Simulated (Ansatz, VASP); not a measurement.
**Two plane-wave programs on Ag**

Contents of INCAR:

```
  PREC = Accurate
  ENCUT = 520
  EDIFF = 1E-8
  ISMEAR = -1
  SIGMA = 0.05
  LREAL = False
  LASPH = True
  NELM = 80
  ALGO = Normal
  ISIF = 2
  LWAVE = False
  LCHARG = False
  GGA = PE
  LEFG = True
  NBANDS = 12
```

Contents of KPOINTS:

```
Automatic mesh
0
Gamma
  15 15 15
```

POSCAR

```
Ag
1.0
    0.0000000000      2.0585978200      2.0124535000
    2.0585978200      0.0000000000      2.0124535000
    2.0585978200      2.0585978200      0.0000000000
Ag
1
Direct
    0.0000000000      0.0000000000      0.0000000000
```

Input for Ansatz:

```yaml
crystal:
  lattice:
    - [0.0, 2.05859782, 2.0124535]
    - [2.05859782, 0.0, 2.0124535]
    - [2.05859782, 2.05859782, 0.0]
  atoms:
    - { symbol: Ag, position: [0.0, 0.0, 0.0] }
kpoints:
  mp_grid: { grid: [15, 15, 15] }
scf:
  occupations: { method: fermi_dirac, width: 0.05 }
hamiltonian:
  xc: pbe
  pseudopotentials: { kind: paw }
output:
  forces: true
  stress: true
  eigenvalues: true
  efg: { contact_densities: true }
```

Change from the starting cell: z stretched by -1.5 % at fixed volume, PAW files.

Alike in both runs: task electric field gradients; functional PBE; k mesh 15 × 15 × 15; occupations fermi-dirac, width 0.05 eV; no spin polarisation.

```csv
,VASP,Ansatz
version,VASP 6.6.1,Ansatz 0.2.0
potentials or method,"VASP PAW PBE potentials, release 64 (Ag)","PAW with Ansatz's default frozen-core files, scalar-relativistic"
plane-wave cutoff (eV),520,420
valence electrons in the cell,11,19
```

|  | VASP | Ansatz | Ansatz less VASP |
| --- | --- | --- | --- |
| pressure (GPa) | 4.4 | 4.6 | +0.17 |
| traceless stress, the component that is largest in VASP (GPa) | 0.08 | 0.09 | +0.005 |
| size of Vzz on the site where it differs most (V/Å²) | 1.4 | 2.2 | +0.76 |

VASP's potentials hold 11 valence electrons a cell and Ansatz's 19, so a difference there can come from the potentials and not from the codes.
